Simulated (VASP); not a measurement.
A run of VASP 6.6.1:

The input INCAR:

```
SYSTEM = Cu
  ALGO = Normal
  DIPOL = 0.5 0.5 0.500
  EDIFF = 1E-7
  ENCUT = 520
  GGA = CA
  IDIPOL = 3
  ISIF = 2
  ISMEAR = -1
  LASPH = .True.
  LCHARG = .True.
  LDIPOL = .True.
  LELF = .True.
  LREAL = .False.
  LVACPOTAV = .True.
  LVHAR = .True.
  LWAVE = .False.
  NBANDS = 36
  NELM = 100
  PREC = Accurate
  SIGMA = 0.08
```

KPOINTS

```
k-points
0
Gamma
  15 10 1
  0 0 0
```

File POSCAR:

```
Cu
1.0
    2.4875465902      0.0000000000      0.0000000000
    0.0000000000      3.5179221248      0.0000000000
    0.0000000000      0.0000000000     13.7918000000
Cu
5
Direct
    0.0000000000      0.0000000000      0.3262790901
    0.5000000000      0.5000000000      0.4074675462
    0.0000000000      0.0000000000      0.4999999991
    0.5000000000      0.5000000000      0.5925324667
    0.0000000000      0.0000000000      0.6737209099
```

Potentials or basis: VASP PAW LDA potentials, release 64 (Cu).

Run with:

```bash
$ cat potpaw_LDA.64/Cu/POTCAR > POTCAR
$ mpirun -np 1 vasp_std > vasp.out
```

Hardware: 1 thread of Intel(R) Xeon(R) Platinum 8259CL CPU @ 2.50GHz (Skylake/Cascade Lake) (shared host).

Question: How long does it take, and how much memory?

Answer: Run time: 4 min on 1 thread of Intel(R) Xeon(R) Platinum 8259CL CPU @ 2.50GHz (Skylake/Cascade Lake), with other jobs on the host, peak memory 0.28 GiB. Counts: scf iterations 20, k points 48.
